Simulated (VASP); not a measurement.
# SiC2 in VASP: notebook

The runs below take SiC2 through single point, with PBE.

Everything below comes from runs of VASP 6.6.1. Logs are shortened: lines on timing, memory, paths and dates and some standing lists are left out, and cuts for length are marked.

### 1 The cell of the first run

The typed cell holds 6 atoms: a = 4.058 Å, b = 3.488 Å, c = 4.893 Å, α = 90.00°, β = 90.00°, γ = 64.70°.

### 2 Single point, PBE

Input file INCAR:

```
PREC = Accurate
ENCUT = 520
EDIFF = 1E-7
ISMEAR = 0
SIGMA = 0.1
LREAL = F
LASPH = T
NELM = 80
ALGO = Normal
ISIF = 2
LWAVE = F
LCHARG = T
GGA = PE
LELF = T
LVHAR = T
NBANDS = 21
```

Input file KPOINTS:

```
regular mesh
0
Gamma
  8 6 6
```

Input file POSCAR:

```
SiC2
1.0
    0.6242883503      0.0013020227      4.0097976033
    3.3453288493      0.0038727134      0.9879302186
   -0.0055353912      4.8931493055     -0.0007269015
Si C
2 4
Direct
    0.2500047147     -0.0000032446      0.0002729247
    0.2499953268      0.4999944586      0.5002719450
   -0.0639088468      0.4068442767      0.2498645727
    0.5639077017      0.0931698530      0.7498729533
   -0.0639149400      0.9068681315      0.7498569255
    0.5639160435      0.5931265248      0.2498606787
```

Potentials or basis: VASP PAW PBE potentials, release 64 (Si, C).

Run with:

```sh
$ cat potpaw_PBE.64/Si/POTCAR potpaw_PBE.64/C/POTCAR > POTCAR
$ mpirun -np 1 vasp_std > vasp.out
```

OUTCAR:

```text
PREC = Accurate
   ENCUT = 520
   EDIFF = 1E-7
   ISMEAR = 0
   LREAL = F
   LASPH = T
   NELM = 80
   ISIF = 2
   GGA = PE

 ion  position               nearest neighbor table
   1  0.250  1.000  0.000-   3 1.89   6 1.89   4 1.89   5 1.89   2 3.00   2 3.00   2 3.00   2 3.00

   2  0.250  0.500  0.500-   5 1.89   4 1.89   3 1.89   6 1.89   1 3.00   1 3.00   1 3.00   1 3.00

   3  0.936  0.407  0.250-   6 1.37   1 1.89   2 1.89
   4  0.564  0.093  0.750-   5 1.37   2 1.89   1 1.89
   5  0.936  0.907  0.750-   4 1.37   2 1.89   1 1.89
   6  0.564  0.593  0.250-   3 1.37   1 1.89   2 1.89

  LATTYP: Found a simple monoclinic cell.
 ALAT       =     4.0581047866
 B/A-ratio  =     1.2057728294
 C/A-ratio  =     1.5727565921
 COS(beta)  =    -0.8694069909

  Lattice vectors:

 A1 = (   0.6242883503,   0.0013020227,   4.0097976033)
 A2 = (  -0.0055353912,   4.8931493055,  -0.0007269015)
 A3 = (  -3.9696171996,  -0.0051747361,  -4.9977278219)

Analysis of symmetry for initial positions (statically):
=====================================================================
 Subroutine PRICEL returns:
 Original cell was already a primitive cell.

 Routine SETGRP: Setting up the symmetry group for a
 simple monoclinic supercell.

 Subroutine GETGRP returns: Found  1 space group operations
 (whereof  1 operations were pure point group operations)
 out of a pool of  4 trial point group operations.

The static configuration has the point symmetry C_1 .

Analysis of symmetry for dynamics (positions and initial velocities):
=====================================================================
 Subroutine PRICEL returns:
 Original cell was already a primitive cell.

 Routine SETGRP: Setting up the symmetry group for a
 simple monoclinic supercell.

 Subroutine GETGRP returns: Found  1 space group operations
 (whereof  1 operations were pure point group operations)
 out of a pool of  4 trial point group operations.

The dynamic configuration has the point symmetry C_1 .

 Subroutine INISYM returns: Found  1 space group operations
 (whereof  1 operations are pure point group operations),
 and found     1 'primitive' translations

----------------------------------------------------------------------------------------

                                     Primitive cell

  volume of cell :      62.6194

  direct lattice vectors                    reciprocal lattice vectors
     0.624288350  0.001302023  4.009797603    -0.077198047 -0.000048497  0.261408183
     3.345328849  0.003872713  0.987930219     0.313330208  0.000347209 -0.048782724
    -0.005535391  4.893149305 -0.000726902    -0.000227445  0.204367097 -0.000030949

  length of vectors
     4.058104787  3.488157999  4.893152490     0.272568852  0.317105178  0.204367226

  position of ions in fractional coordinates (direct lattice)
     0.250004715  0.999996755  0.000272925
     0.249995327  0.499994459  0.500271945
     0.936091153  0.406844277  0.249864573
     0.563907702  0.093169853  0.749872953
     0.936085060  0.906868131  0.749856925
     0.563916044  0.593126525  0.249860679

  ion indices of the primitive-cell ions
   primitive index   ion index
                 1           1
                 2           2
                 3           3
                 4           4
                 5           5
                 6           6

----------------------------------------------------------------------------------------

 KPOINTS: regular mesh

Automatic generation of k-mesh.
 Grid dimensions read from file:
 generate k-points for:    8    6    6

 Generating k-lattice:

  Cartesian coordinates                     Fractional coordinates (reciprocal lattice)
    -0.009649756 -0.000006062  0.032676023     0.125000000  0.000000000  0.000000000
     0.052221701  0.000057868 -0.008130454    -0.000000000  0.166666667  0.000000000
    -0.000037908  0.034061183 -0.000005158     0.000000000 -0.000000000  0.166666667

  Length of vectors
     0.034071106  0.052850863  0.034061204

  Shift w.r.t. Gamma in fractional coordinates (k-lattice)
     0.000000000  0.000000000  0.000000000

 Subroutine IBZKPT returns following result:
 ===========================================

 Found    148 irreducible k-points:

 Following reciprocal coordinates:
            Coordinates               Weight
  0.000000  0.000000  0.000000      1.000000
  0.125000 -0.000000  0.000000      2.000000
  0.250000 -0.000000  0.000000      2.000000
  0.375000 -0.000000 -0.000000      2.000000
  0.500000 -0.000000  0.000000      1.000000
 -0.000000  0.166667  0.000000      2.000000
[... 16 lines left out ...]
  0.125000  0.500000  0.000000      2.000000
  0.250000  0.500000  0.000000      2.000000
 [... further k-points ...]
   k-points           NKPTS =    148   k-points in BZ     NKDIM =    148   number of bands    NBANDS=     21
   number of dos      NEDOS =    301   number of ions     NIONS =      6
   total plane-waves  NPLWV =  30240
   dimension x,y,z NGX =    30 NGY =   28 NGZ =   36
   dimension x,y,z NGXF=    60 NGYF=   56 NGZF=   72
   ions per type =               2   4
   NGX,Y,Z   is equivalent  to a cutoff of  12.29, 13.34, 12.23 a.u.
   NGXF,Y,Z  is equivalent  to a cutoff of  24.58, 26.69, 24.46 a.u.
 SYSTEM =  unknown system
   PREC   = accura    normal or accurate (medium, high low for compatibility)
   ISTART =      0    job   : 0-new  1-cont  2-samecut
   ICHARG =      2    charge: 1-file 2-atom 10-const
   ISPIN  =      1    spin polarized calculation?
   LNONCOLLINEAR =      F non collinear calculations
   LSORBIT =      F    spin-orbit coupling
   LASPH  =      T    aspherical Exc in radial PAW
   ENCUT  =  520.0 eV  38.22 Ry    6.18 a.u.   7.55  6.49  9.10*2*pi/ulx,y,z
   NELM   =     80;   NELMIN=  2; NELMDL= -5     # of ELM steps
   EDIFF  = 0.1E-06   stopping-criterion for ELM
   LREAL  =      F    real-space projection
   EDIFFG = 0.1E-05   stopping-criterion for IOM
   NSW    =      0    number of steps for IOM
   IBRION =     -1    ionic relax: 0-MD 1-quasi-New 2-CG
   NFREE  =      0    steps in history (QN), initial steepest desc. (CG)
   ISIF   =      2    stress and relaxation
   ISYM   =      2    0-nonsym 1-usesym 2-fastsym
   POTIM  = 0.5000    time-step for ionic-motion
   TEBEG  =    0.0;   TEEND  =   0.0 temperature during run
   PSTRESS=    0.0 pullay stress
   NELECT =      24.0000    total number of electrons
   NUPDOWN=      -1.0000    fix difference up-down
   EMIN   =  10.00;   EMAX   =-10.00  energy-range for DOS
   EFERMI =   0.00;   METHOD = LEGACY
   ISMEAR =     0;   SIGMA  =   0.10  broadening in eV -4-tet -1-fermi 0-gaus
   EFERMI_NEDOS =   21; number of points for ismear=-14 and -15
   IALGO  =     38    algorithm
   IMIX   =      4    mixing-type and parameters
     AMIX     =   0.40;   BMIX     =  1.00
     AMIX_MAG =   1.60;   BMIX_MAG =  1.00
  volume/ion in A,a.u.               =      10.44        70.43
  Fermi-wavevector in a.u.,A,eV,Ry     =   1.189166  2.247197 19.240202  1.414115
  Thomas-Fermi vector in A             =   2.325279
   LORBIT       =      0    0 simple, 1 ext, 2 COOP (PROOUT), +10 PAW based schemes
   GGA     = PE    functional components
   LHFCALC =     F    Hartree Fock is set to
   AEXX    =    0.0000 exact exchange contribution
   IVDW    =     0    specifies the selected vdW correction
   LEPSILON=     F    determine dielectric tensor
   LRPA    =     F    only Hartree local field effects (RPA)
 non-spin polarized calculation
 Gauss-broadening in eV      SIGMA  =   0.10
  energy-cutoff  :      520.00
  volume of cell :       62.62
 maximum number of plane-waves:      1710
   NGX = 15   NGY = 13   NGZ = 19

 number of electron      24.0000002 magnetization

 Free energy of the ion-electron system (eV)
  ---------------------------------------------------
  ext. energy  EPLUGINS =         0.00000000
  ---------------------------------------------------
  free energy    TOTEN  =       -43.93881516 eV

  energy without entropy =      -43.93020615  energy(sigma->0) =      -43.93451066

 E-fermi :   7.0865     XC(G=0): -10.9480

 val. band max:        7.0842458011   @ k =   0.5000   0.1667   0.3333
 cond. band min:       7.0945583454   @ k =   0.1250   0.1667  -0.0000
 fundamental gap:      0.0103125443
 Fermi energy:         7.0865275674

 k-point     1 :       0.0000    0.0000    0.0000
  band No.  band energies     occupation
      1      -9.6918      2.00000
      2      -7.0840      2.00000
      3      -2.2686      2.00000
      4      -2.1709      2.00000
      5      -1.2424      2.00000
      6      -0.1788      2.00000
[... 13 lines left out ...]
     20      16.5917      0.00000
     21      17.3222      0.00000

 k-point     2 :       0.1250   -0.0000    0.0000
  band No.  band energies     occupation
      1      -9.5629      2.00000
      2      -7.0171      2.00000
      3      -3.4084      2.00000
      4      -2.1332      2.00000
      5      -1.1673      2.00000
      6       0.0286      2.00000
[... 13 lines left out ...]
     20      16.1894      0.00000
     21      16.7892      0.00000

 k-point     3 :       0.2500   -0.0000    0.0000
  band No.  band energies     occupation
      1      -9.1842      2.00000
      2      -6.8386      2.00000
      3      -4.8842      2.00000
      4      -2.1100      2.00000
      5      -1.7391      2.00000
      6       1.5496      2.00000
[... 13 lines left out ...]
     20      15.2588      0.00000
     21      16.2098      0.00000
[... 457 lines left out ...]
 k-point    23 :       0.1250    0.5000    0.0000
  band No.  band energies     occupation
      1      -7.9162      2.00000
      2      -7.4192      2.00000
      3      -4.2725      2.00000
      4      -2.7132      2.00000
      5      -0.5862      2.00000
      6       0.3706      2.00000
[... 13 lines left out ...]
     20      16.4357      0.00000
     21      16.9865      0.00000

 k-point    24 :       0.2500    0.5000    0.0000
  band No.  band energies     occupation
      1      -7.9958      2.00000
      2      -7.2758      2.00000
      3      -4.5476      2.00000
      4      -1.6965      2.00000
      5      -1.6811      2.00000
      6       0.3161      2.00000
[... 13 lines left out ...]
     20      16.9012      0.00000
     21      17.2128      0.00000

 [... further k-points ...]
[... 5 lines left out ...]
  --------------------------------------------------------------------------------------
  -------------------------------------------------------------------------------------
  Total        0.0058558     -0.0875294      0.1181205      0.0008344      0.0000506     -0.0219971
  in kB        0.1498257     -2.2395251      3.0222286      0.0213500      0.0012941     -0.5628177
  external PRESSURE =       0.3108431 kB  Pullay stress =       0.0000000 kB

 VOLUME and BASIS-vectors are now :
 -----------------------------------------------------------------------------
  energy-cutoff  :      520.00
  volume of cell :       62.62
      direct lattice vectors                 reciprocal lattice vectors
     0.624288350  0.001302023  4.009797603    -0.077198047 -0.000048497  0.261408183
     3.345328849  0.003872713  0.987930219     0.313330208  0.000347209 -0.048782724
    -0.005535391  4.893149305 -0.000726902    -0.000227445  0.204367097 -0.000030949

 POSITION                                       TOTAL-FORCE (eV/Angst)
 -----------------------------------------------------------------------------------
      3.50139      0.00553      1.99040        -0.000373      0.000119      0.000086
      1.82595      2.45017      1.49603         0.000286      0.000014      0.000139
      1.94404      1.22542      4.15529        -0.017434     -0.000023      0.059817
      0.65957      3.67034      2.35266         0.017126     -0.000175     -0.059762
      3.61401      3.67389      4.64889        -0.017428      0.000216      0.060119
      2.33487      1.22564      2.84698         0.017824     -0.000150     -0.060399
 -----------------------------------------------------------------------------------
    total drift:                               -0.000004      0.000039      0.000013

  FREE ENERGIE OF THE ION-ELECTRON SYSTEM (eV)
  ---------------------------------------------------
  free  energy   TOTEN  =       -43.9388151631 eV

  energy  without entropy=      -43.9302061497  energy(sigma->0) =      -43.93451066
```

It took 5.8 min on 1 thread of Intel Xeon 8259CL, shared host; peak memory 0.28 GiB.

What came out:

| Item | Value |
| --- | --- |
| Free energy | -43.9388 eV |
| Pressure | 0.0 GPa |
| Largest force | 0.063 eV/Å |
| Band gap on the k mesh | zero (bands 12 and 13 overlap by 3.07 eV) |

Forces in eV/Å, atoms in the order of the input:
```
Si   0.000  0.000  0.000
Si   0.000  0.000  0.000
C   -0.017  0.000  0.060
C    0.017  0.000 -0.060
C   -0.017  0.000  0.060
C    0.018  0.000 -0.060
```

Stress tensor (GPa, compression positive):
```
 0.01  0.00 -0.06
 0.00 -0.22  0.00
-0.06  0.00  0.30
```

### 3 Single point, PBE

This run uses another cell than the first one: it holds 3 atoms, not 6.

Input file INCAR:

```
SYSTEM = SiC2
PREC     = Accurate       ! precision mode
ENCUT    = 520            ! plane-wave cutoff, eV
EDIFF    = 1E-7           ! SCF threshold, eV
ISMEAR   = 0              ! smearing method
SIGMA    = 0.1            ! smearing width, eV
LREAL    = .False.        ! projectors in reciprocal space
LASPH    = .True.         ! aspherical terms in the spheres
NELM     = 100            ! most SCF steps
ALGO     = Normal         ! electronic algorithm
ISIF     = 2              ! what is computed and relaxed
LWAVE    = .False.        ! write WAVECAR
LCHARG   = .False.        ! write CHGCAR
GGA      = PE             ! functional
NBANDS   = 13             ! bands
```

Input file KPOINTS:

```
Automatic mesh
0
Gamma
  18 18 18
  0 0 0
```

Input file POSCAR:

```
SiC2
1.0
    0.0000000000      2.4559439599      3.6690353288
    1.7346391364      0.0000000000      3.6690353288
    1.7346391364      2.4559439599      0.0000000000
Si C
1 2
Direct
    0.5000000000      0.5000000000      0.5000000000
    0.3430125993      0.3430125993      0.1569874007
    0.1569874007      0.1569874007      0.3430125993
```

Potentials or basis: VASP PAW PBE potentials, release 64 (Si, C).

Run with:

```sh
$ cat potpaw_PBE.64/Si/POTCAR potpaw_PBE.64/C/POTCAR > POTCAR
$ mpirun -np 1 vasp_std > vasp.out
```

Run time: 13 min. Hardware: 1 thread of Intel Xeon 8259CL, shared host; peak memory 0.42 GiB.

It converged, with:

```yaml
Free_energy: -21.9731 eV
Pressure: 0.0 GPa
Largest_force: 0.063 eV/Å
Band_gap_on_the_k_mesh: zero (bands 6 and 7 overlap by 3.80 eV)
```

Forces on the atoms (eV/Å):
```
Si   0.000  0.000  0.000
C    0.000  0.000  0.063
C    0.000  0.000 -0.063
```

Stress tensor (GPa, compression positive):
```
-0.07  0.00  0.00
 0.00 -0.11  0.00
 0.00  0.00  0.28
```

Levels at points of the mesh, in eV from the Fermi level:
| k point | band 3 | band 4 | band 5 | band 6 | band 7 | band 8 | band 9 | band 10 |
| --- | --- | --- | --- | --- | --- | --- | --- | --- |
| (0.00, 0.00, 0.00) | -8.35 | -2.80 | -2.20 | 0.65 | 0.92 | 3.98 | 6.00 | 9.43 |
| (0.50, 0.00, 0.00) | -7.78 | -6.59 | -3.12 | -1.70 | 1.47 | 5.14 | 5.49 | 7.04 |
| (0.50, 0.50, 0.00) | -3.93 | -3.46 | -3.10 | 2.37 | 2.93 | 3.68 | 6.62 | 6.96 |
| (0.50, 0.00, 0.50) | -7.25 | -7.17 | -4.53 | -1.34 | -0.58 | 2.87 | 3.94 | 4.73 |
| (0.00, 0.50, 0.50) | -7.78 | -6.86 | -4.46 | -3.95 | 2.22 | 2.28 | 6.14 | 9.17 |
